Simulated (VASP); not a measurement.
The system is ScAlN2.

```
CELL_PARAMETERS angstrom
1.51847 0.87669 4.91539
-1.51847 0.87669 4.91539
0.00000 -1.75337 4.91539
ATOMIC_POSITIONS crystal
Sc 0.00000 0.00000 0.00000
Al 0.50000 0.50000 0.50000
N 0.24331 0.24331 0.24331
N 0.75669 0.75669 0.75669
```

Base run:

| Property | Result |
| --- | --- |
| Program | VASP 6.6.1 |
| Functional | PBE |
| Potentials or basis | VASP PAW PBE potentials, release 64 (Sc_sv, Al, N) |
| Cutoff | 520 eV |
| k mesh | 10 × 10 × 10 |
| Occupations | gaussian, width 0.01 eV |
| Spin | no spin polarisation |

Its results: band gap on the k mesh 0.74 eV, indirect (least direct gap 2.58 eV); pressure 4.3 GPa; largest force 0.023 eV/Å.

**Question.** The run is repeated on the same cell with these changes: functional from PBE to r2SCAN. What comes out?

**Answer.** Band gap on the k mesh 1.18 eV, indirect (least direct gap 3.08 eV); pressure 0.9 GPa; largest force 0.123 eV/Å.

r2SCAN gives the wider gap, since meta-GGAs in the generalised Kohn-Sham scheme recover part of the derivative discontinuity.

Caveats: the PAW data sets were made with another functional, which shifts forces and pressure a little (some runs).

A k mesh can miss the band edges.
